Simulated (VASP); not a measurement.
Here is a VASP 6.6.1 calculation.

INCAR

```
PREC = Accurate ; ENCUT = 500
EDIFF = 1E-6 ; ISMEAR = 0
SIGMA = 0.15 ; LREAL = F
LASPH = T ; NELM = 120
ALGO = Normal ; ISIF = 2
LWAVE = F ; LCHARG = F
GGA = PE ; NBANDS = 16
GGA_COMPAT = F
```

Contents of KPOINTS:

```
regular mesh
0
Gamma
  5 5 3
```

POSCAR

```
MoH3
1.0
    3.1475243782     -0.0000000026      0.0000000000
   -1.5737621868      2.7258360718      0.0000000000
    0.0000000000      0.0000000000      3.5834765561
H Mo
3 1
Direct
    0.0000000000      0.0000000000      0.8594987664
    0.3333333333      0.6666666667      0.4551766194
    0.6666666667      0.3333333333      0.4551766194
    0.0000000000      0.0000000000      0.3602295147
```

Potentials or basis: VASP PAW PBE potentials, release 64 (H, Mo_sv).

Launch:

```sh
$ cat potpaw_PBE.64/H/POTCAR potpaw_PBE.64/Mo_sv/POTCAR > POTCAR
$ mpirun -np 1 vasp_std > vasp.out
```

Task: Estimate the pressure.

Result: -0.3 GPa.

Task: What does it give for the largest force?

Result: 0.008 eV/Å.

Forces on the atoms (eV/Å):
```
H    0.000  0.000  0.008
H    0.000  0.000 -0.004
H    0.000  0.000 -0.004
Mo   0.000  0.000  0.000
```

Caveat: the k points lie up to 0.58 Å⁻¹ apart.
